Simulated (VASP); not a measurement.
Input of a VASP 6.6.1 run:

INCAR

```
SYSTEM = Te
PREC = Accurate ; ENCUT = 520
EDIFF = 1E-6 ; ISMEAR = 0
SIGMA = 0.1 ; LREAL = .False.
LASPH = .True. ; NELM = 80
ALGO = Normal ; ISIF = 2
LWAVE = .False. ; LCHARG = .False.
LDIPOL = .True. ; IDIPOL = 3
DIPOL = 0.5 0.5 0.500 ; GGA = PE
IVDW = 12 ; NBANDS = 30
```

KPOINTS

```
Automatic mesh
0
Gamma
  8 6 1
  0 0 0
```

The input POSCAR:

```
Te
1.0
    4.3181152205      0.0000000000      0.0000000000
    0.0000000000      5.9667206029      0.0000000000
    0.0000000000      0.0000000000     22.4791949548
Te
7
Direct
    0.2043354346      0.1257380481      0.3396419222
    0.6389393225      0.8452715949      0.3871100932
    0.1600559191      0.4903381826      0.4474097401
    0.7086710930      0.1666647220      0.4999999974
    0.1600502970      0.8429944123      0.5525897127
    0.6389378739      0.4880559580      0.6128885340
    0.2043287181      0.2076037487      0.6603600003
```

Potentials or basis: VASP PAW PBE potentials, release 64 (Te).

The run is started by

```bash
$ cat potpaw_PBE.64/Te/POTCAR > POTCAR
$ mpirun -np 1 vasp_std > vasp.out
```

(1) Predict the dispersion energy per atom.

(2) Estimate the band gap on the k mesh.

(3) What does it give for the largest force?

Answers

(1) -0.330 eV.

(2) zero (bands 21 and 22 overlap by 0.68 eV).

(3) 0.013 eV/Å.

Caveat: spin-orbit coupling is left out, which moves the levels of the heavy elements.
